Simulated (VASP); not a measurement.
# Cd3Se2 (P-3m1) in VASP: relaxation of cell and atoms with PBE

Aim: the relaxation of cell and atoms of Cd3Se2 with PBE.

Program: VASP 6.6.1. These are calculated values, not measurements. Logs are shortened: lines on timing, memory, paths and dates and some standing lists are left out, and cuts for length are marked.

**1. The cell of the first run**

Symmetry: P-3m1, No. 164, trigonal system. The conventional cell has a = 4.111 Å, b = 4.111 Å, c = 9.257 Å, α = 90.00°, β = 90.00°, γ = 120.00°. Cd (site symmetry 3m) has 2 Cd at 2.71 to 3.27 Å and 3 Se at 2.87 Å within 3.6 Å. Within 3.8 Å of Cd (site symmetry -3m) lie 6 Se at 2.89 Å and 2 Cd at 3.27 Å. Within 3.8 Å of Se (site symmetry 3m) lie 6 Cd at 2.87 to 2.89 Å.

**2. Relaxation of cell and atoms, PBE**

INCAR reads:

```
SYSTEM = Cd3Se2
  PREC = Accurate
  ENCUT = 600
  EDIFF = 1E-6
  ISMEAR = 0
  SIGMA = 0.1
  LREAL = .False.
  LASPH = .True.
  NELM = 100
  ALGO = Normal
  ISIF = 3
  LWAVE = .False.
  LCHARG = .False.
  GGA = PE
  IBRION = 2
  NSW = 100
  EDIFFG = -0.01
```

KPOINTS reads:

```
regular mesh
0
Gamma
  12 12 4
  0 0 0
```

POSCAR reads:

```
Cd3Se2
1.0
    4.1112815036      0.0000000000      0.0000000000
   -2.0556407518      3.5604742242      0.0000000000
    0.0000000000      0.0000000000      9.2567619751
Cd Se
3 2
Direct
    0.0000000000      0.0000000000      0.3534845571
    0.0000000000      0.0000000000      0.6465154429
    0.0000000000      0.0000000000      0.0000000000
    0.6666666667      0.3333333333      0.8212007189
    0.3333333333      0.6666666667      0.1787992811
```

Potentials or basis: VASP PAW PBE potentials, release 64 (Cd, Se).

Started as:

```
cat potpaw_PBE.64/Cd/POTCAR potpaw_PBE.64/Se/POTCAR > POTCAR
mpirun -np 1 vasp_std > vasp.out
```

OUTCAR:

```text
SYSTEM = Cd3Se2
   PREC = Accurate
   ENCUT = 600
   EDIFF = 1E-6
   ISMEAR = 0
   LREAL = .False.
   LASPH = .True.
   NELM = 100
   ISIF = 3
   GGA = PE
   IBRION = 2
   NSW = 100
   EDIFFG = -0.01

 ion  position               nearest neighbor table
   1  0.000  0.000  0.353-   2 2.71   5 2.87   5 2.87   5 2.87   3 3.27
   2  0.000  0.000  0.647-   1 2.71   4 2.87   4 2.87   4 2.87   3 3.27
   3  0.000  0.000  0.000-   4 2.89   5 2.89   5 2.89   4 2.89   4 2.89   5 2.89   1 3.27   2 3.27

   4  0.667  0.333  0.821-   2 2.87   2 2.87   2 2.87   3 2.89   3 2.89   3 2.89
   5  0.333  0.667  0.179-   1 2.87   1 2.87   1 2.87   3 2.89   3 2.89   3 2.89

  LATTYP: Found a hexagonal cell.
 ALAT       =     4.1112815036
 C/A-ratio  =     2.2515514851

  Lattice vectors:

 A1 = (   4.1112815036,   0.0000000000,   0.0000000000)
 A2 = (  -2.0556407518,   3.5604742242,   0.0000000000)
 A3 = (   0.0000000000,   0.0000000000,   9.2567619751)

Analysis of symmetry for initial positions (statically):
=====================================================================
 Subroutine PRICEL returns:
 Original cell was already a primitive cell.

 Routine SETGRP: Setting up the symmetry group for a
 hexagonal supercell.

 Subroutine GETGRP returns: Found 12 space group operations
 (whereof 12 operations were pure point group operations)
 out of a pool of 24 trial point group operations.

The static configuration has the point symmetry D_3d.

Analysis of symmetry for dynamics (positions and initial velocities):
=====================================================================
 Subroutine PRICEL returns:
 Original cell was already a primitive cell.

 Routine SETGRP: Setting up the symmetry group for a
 hexagonal supercell.

 Subroutine GETGRP returns: Found 12 space group operations
 (whereof 12 operations were pure point group operations)
 out of a pool of 24 trial point group operations.

The dynamic configuration has the point symmetry D_3d.

 Subroutine INISYM returns: Found 12 space group operations
 (whereof 12 operations are pure point group operations),
 and found     1 'primitive' translations

----------------------------------------------------------------------------------------

                                     Primitive cell

  volume of cell :     135.5015

  direct lattice vectors                    reciprocal lattice vectors
     4.111281504  0.000000000  0.000000000     0.243233162  0.140430732  0.000000000
    -2.055640752  3.560474224  0.000000000     0.000000000  0.280861463  0.000000000
     0.000000000  0.000000000  9.256761975     0.000000000  0.000000000  0.108029136

  length of vectors
     4.111281504  4.111281504  9.256761975     0.280861463  0.280861463  0.108029136

  position of ions in fractional coordinates (direct lattice)
     0.000000000  0.000000000  0.353484557
     0.000000000  0.000000000  0.646515443
     0.000000000  0.000000000  0.000000000
     0.666666667  0.333333333  0.821200719
     0.333333333  0.666666667  0.178799281

  ion indices of the primitive-cell ions
   primitive index   ion index
                 1           1
                 2           2
                 3           3
                 4           4
                 5           5

----------------------------------------------------------------------------------------

 KPOINTS: regular mesh

Automatic generation of k-mesh.
 Grid dimensions read from file:
 generate k-points for:   12   12    4

 Generating k-lattice:

  Cartesian coordinates                     Fractional coordinates (reciprocal lattice)
     0.020269430  0.011702561  0.000000000     0.083333333  0.000000000  0.000000000
     0.000000000  0.023405122  0.000000000     0.000000000  0.083333333  0.000000000
     0.000000000  0.000000000  0.027007284     0.000000000  0.000000000  0.250000000

  Length of vectors
     0.023405122  0.023405122  0.027007284

  Shift w.r.t. Gamma in fractional coordinates (k-lattice)
     0.000000000  0.000000000  0.000000000

 Subroutine IBZKPT returns following result:
 ===========================================

 Found     69 irreducible k-points:

 Following reciprocal coordinates:
            Coordinates               Weight
  0.000000  0.000000  0.000000      1.000000
  0.083333  0.000000  0.000000      6.000000
  0.166667  0.000000  0.000000      6.000000
  0.250000  0.000000  0.000000      6.000000
  0.333333  0.000000  0.000000      6.000000
  0.416667  0.000000  0.000000      6.000000
[... 16 lines left out ...]
  0.166667  0.000000  0.250000      6.000000
  0.000000  0.166667  0.250000      6.000000
 [... further k-points ...]
   k-points           NKPTS =     69   k-points in BZ     NKDIM =     69   number of bands    NBANDS=     28
   number of dos      NEDOS =    301   number of ions     NIONS =      5
   total plane-waves  NPLWV = 103680
   dimension x,y,z NGX =    36 NGY =   36 NGZ =   80
   dimension x,y,z NGXF=    72 NGYF=   72 NGZF=  160
   ions per type =               3   2
   NGX,Y,Z   is equivalent  to a cutoff of  14.56, 14.56, 14.37 a.u.
   NGXF,Y,Z  is equivalent  to a cutoff of  29.11, 29.11, 28.74 a.u.
 SYSTEM =  Cd3Se2
   PREC   = accura    normal or accurate (medium, high low for compatibility)
   ISTART =      0    job   : 0-new  1-cont  2-samecut
   ICHARG =      2    charge: 1-file 2-atom 10-const
   ISPIN  =      1    spin polarized calculation?
   LNONCOLLINEAR =      F non collinear calculations
   LSORBIT =      F    spin-orbit coupling
   LASPH  =      T    aspherical Exc in radial PAW
   ENCUT  =  600.0 eV  44.10 Ry    6.64 a.u.   8.21  8.21 18.49*2*pi/ulx,y,z
   NELM   =    100;   NELMIN=  2; NELMDL= -5     # of ELM steps
   EDIFF  = 0.1E-05   stopping-criterion for ELM
   LREAL  =      F    real-space projection
   EDIFFG = -.1E-01   stopping-criterion for IOM
   NSW    =    100    number of steps for IOM
   IBRION =      2    ionic relax: 0-MD 1-quasi-New 2-CG
   NFREE  =      1    steps in history (QN), initial steepest desc. (CG)
   ISIF   =      3    stress and relaxation
   ISYM   =      2    0-nonsym 1-usesym 2-fastsym
   POTIM  = 0.5000    time-step for ionic-motion
   TEBEG  =    0.0;   TEEND  =   0.0 temperature during run
   PSTRESS=    0.0 pullay stress
   NELECT =      48.0000    total number of electrons
   NUPDOWN=      -1.0000    fix difference up-down
   EMIN   =  10.00;   EMAX   =-10.00  energy-range for DOS
   EFERMI =   0.00;   METHOD = LEGACY
   ISMEAR =     0;   SIGMA  =   0.10  broadening in eV -4-tet -1-fermi 0-gaus
   EFERMI_NEDOS =   21; number of points for ismear=-14 and -15
   IALGO  =     38    algorithm
   IMIX   =      4    mixing-type and parameters
     AMIX     =   0.40;   BMIX     =  1.00
     AMIX_MAG =   1.60;   BMIX_MAG =  1.00
  volume/ion in A,a.u.               =      27.10       182.88
  Fermi-wavevector in a.u.,A,eV,Ry     =   1.158352  2.188968 18.256014  1.341779
  Thomas-Fermi vector in A             =   2.294955
   LORBIT       =      0    0 simple, 1 ext, 2 COOP (PROOUT), +10 PAW based schemes
   GGA     = PE    functional components
   LHFCALC =     F    Hartree Fock is set to
   AEXX    =    0.0000 exact exchange contribution
   IVDW    =     0    specifies the selected vdW correction
   LEPSILON=     F    determine dielectric tensor
   LRPA    =     F    only Hartree local field effects (RPA)
 conjugate gradient relaxation of ions
 non-spin polarized calculation
 Gauss-broadening in eV      SIGMA  =   0.10
  energy-cutoff  :      600.00
  volume of cell :      135.50
 maximum number of plane-waves:      4543
 NGX is ok and might be reduce to    36
   NGX = 17   NGY = 17   NGZ = 37

--------------------------------------- Ionic step        1  -------------------------------------------

 number of electron      47.9999994 magnetization

 Free energy of the ion-electron system (eV)
  ---------------------------------------------------
  ext. energy  EPLUGINS =         0.00000000
  ---------------------------------------------------
  free energy    TOTEN  =       -10.99436339 eV

  energy without entropy =      -10.99378103  energy(sigma->0) =      -10.99407221

------------------------ aborting loop because EDIFF is reached ----------------------------------------

  FORCE on cell =-STRESS in cart. coord.  units (eV):
  Direction    XX          YY          ZZ          XY          YZ          ZX
  --------------------------------------------------------------------------------------
  -------------------------------------------------------------------------------------
  Total       -0.0960394     -0.0960394      0.2102514     -0.0000000      0.0000000      0.0000000
  in kB       -1.1355757     -1.1355757      2.4860236     -0.0000000      0.0000000      0.0000000
  external PRESSURE =       0.0716241 kB  Pullay stress =       0.0000000 kB
[... 180 lines left out ...]
  energy  without entropy=      -10.9950487781  energy(sigma->0) =      -10.99533965

--------------------------------------- Ionic step        6  -------------------------------------------

 number of electron      47.9999993 magnetization

 Free energy of the ion-electron system (eV)
  ---------------------------------------------------
  ext. energy  EPLUGINS =         0.00000000
  ---------------------------------------------------
  free energy    TOTEN  =       -10.99564562 eV

  energy without entropy =      -10.99506390  energy(sigma->0) =      -10.99535476

 E-fermi :   1.5215     XC(G=0):  -9.3376

 val. band max:        1.3952757176   @ k =   0.1667   0.0833   0.5000
 cond. band min:       1.9239324493   @ k =   0.5000   0.0000   0.5000
 fundamental gap:      0.5286567318
 Fermi energy:         1.5214707180

 k-point     1 :       0.0000    0.0000    0.0000
  band No.  band energies     occupation
      1     -11.4447      2.00000
      2     -11.0011      2.00000
      3      -7.1248      2.00000
      4      -6.8931      2.00000
      5      -6.8931      2.00000
      6      -6.7452      2.00000
[... 733 lines left out ...]
     27       5.7132      0.00000
     28       6.5731      0.00000

 [... further k-points ...]

------------------------ aborting loop because EDIFF is reached ----------------------------------------

  FORCE on cell =-STRESS in cart. coord.  units (eV):
  Direction    XX          YY          ZZ          XY          YZ          ZX
  --------------------------------------------------------------------------------------
  -------------------------------------------------------------------------------------
  Total        0.0127128      0.0127128     -0.0047425     -0.0000000      0.0000000      0.0000000
  in kB        0.1506746      0.1506746     -0.0562097     -0.0000000      0.0000000      0.0000000
  external PRESSURE =       0.0817131 kB  Pullay stress =       0.0000000 kB
[... 20 lines left out ...]
  FREE ENERGIE OF THE ION-ELECTRON SYSTEM (eV)
  ---------------------------------------------------
  free  energy   TOTEN  =       -10.9956456161 eV

  energy  without entropy=      -10.9950638959  energy(sigma->0) =      -10.99535476

 reached required accuracy - stopping structural energy minimisation
```

It took 7.5 min on 1 thread of Intel Xeon 6975P-C (Granite Rapids), shared host; peak memory 0.51 GiB.

What came out:

| Property | Result |
| --- | --- |
| Free energy | -10.9956 eV |
| Relaxed volume | 27.04 Å³/atom |
| Relaxed cell | a = 4.096 Å, b = 4.096 Å, c = 9.304 Å, α = 90.00°, β = 90.00°, γ = 120.00° |
| Space group after relaxing (to 0.05 Å) | P-3m1 (No. 164) |
| Energy gained by relaxing | 0.3 meV/atom |
| Ionic steps | 6 |
| Pressure after relaxing | 0.0 GPa |
| Largest force after relaxing | 0.008 eV/Å |
| Band gap on the k mesh | zero (band 24 reaches 1.40 eV, above the bottom of band 25 at 1.30 eV) |

Forces in eV/Å, atoms in the order of the input:
```
Cd   0.000  0.000  0.000
Cd   0.000  0.000  0.000
Cd   0.000  0.000  0.000
Se   0.000  0.000 -0.008
Se   0.000  0.000  0.008
```

The path:
| step | energy change (eV) | largest force (eV/Å) | pressure (GPa) | volume (Å³) |
| --- | --- | --- | --- | --- |
| 1 | 0.0000 | 0.0457 | 0.01 | 135.50 |
| 2 | -0.0007 | 0.0353 | -0.03 | 135.52 |
| 3 | -0.0011 | 0.0168 | -0.10 | 135.56 |
| 4 | -0.0013 | 0.0114 | 0.03 | 135.11 |
| 5 | -0.0013 | 0.0113 | 0.01 | 135.17 |
| 6 | -0.0013 | 0.0078 | 0.01 | 135.18 |

Final structure:
```yaml
crystal:
  lattice:
    - [4.09594, 0.00000, 0.00000]
    - [-2.04797, 3.54719, 0.00000]
    - [0.00000, 0.00000, 9.30405]
  atoms:
    - { symbol: Cd, position: [0.00000, 0.00000, 0.35435] }
    - { symbol: Cd, position: [0.00000, 0.00000, 0.64565] }
    - { symbol: Cd, position: [0.00000, 0.00000, 0.00000] }
    - { symbol: Se, position: [0.66667, 0.33333, 0.82097] }
    - { symbol: Se, position: [0.33333, 0.66667, 0.17903] }
```
